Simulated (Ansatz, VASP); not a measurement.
**One calculation of TaC, two programs**

The input INCAR:

```
PREC = Accurate
ENCUT = 600
EDIFF = 1E-6
ISMEAR = -1
SIGMA = 0.05
LREAL = F
LASPH = T
NELM = 120
ALGO = Normal
ISIF = 2
LWAVE = F
LCHARG = F
GGA = PE
NBANDS = 14
GGA_COMPAT = F
```

Contents of KPOINTS:

```
Automatic mesh
0
Gamma
  14 14 14
```

File POSCAR:

```
TaC
1.0
    0.0000000000      2.0197295389      2.0197295389
    2.0197295389      0.0000000000      2.0197295389
    2.0197295389      2.0197295389      0.0000000000
Ta C
1 1
Direct
    0.0000000000      0.0000000000      0.0000000000
    0.5000000000      0.5000000000      0.5000000000
```

Input for Ansatz:

```yaml
crystal:
  lattice:
    - [0.0, 2.0197295389, 2.0197295389]
    - [2.0197295389, 0.0, 2.0197295389]
    - [2.0197295389, 2.0197295389, 0.0]
  atoms:
    - { symbol: Ta, position: [0.0, 0.0, 0.0] }
    - { symbol: C, position: [0.5, 0.5, 0.5] }
kpoints:
  mp_grid: { grid: [14, 14, 14] }
  band_path:
    path:
      - [0.0, 0.0, 0.0]
      - [0.5, 0.0, 0.5]
      - [0.625, 0.25, 0.625]
      - [0.375, 0.375, 0.75]
      - [0.0, 0.0, 0.0]
      - [0.5, 0.5, 0.5]
      - [0.5, 0.25, 0.75]
      - [0.5, 0.0, 0.5]
    npoints: 6
scf:
  occupations: { method: fermi_dirac, width: 0.05 }
hamiltonian:
  xc: pbe
  pseudopotentials: { kind: all_electron, lapw: { basis_error: 0.001 } }
output:
  forces: true
  stress: true
  eigenvalues: true
  populations: true
```

Change from the starting cell: volume scaled by 0.75, LAPW.

Alike in both runs: task single point; functional PBE; k mesh 14 × 14 × 14; occupations fermi-dirac, width 0.05 eV; no spin polarisation.

|  | VASP | Ansatz |
| --- | --- | --- |
| version | VASP 6.6.1 | Ansatz 0.2.0 |
| potentials or method | VASP PAW PBE potentials, release 64 (Ta_pv, C), cutoff 600 eV | all-electron LAPW, scalar-relativistic |

```tsv
	VASP	Ansatz	Ansatz less VASP
pressure (GPa)	191.3	185.3	-6.02
```

Both programs put the cell under a high pressure, so it lies far from rest at this level. Ansatz ran all-electron here, and VASP with PAW potentials.

Spin-orbit coupling is off throughout. Noted on VASP's run: the cell as given lies far from equilibrium.
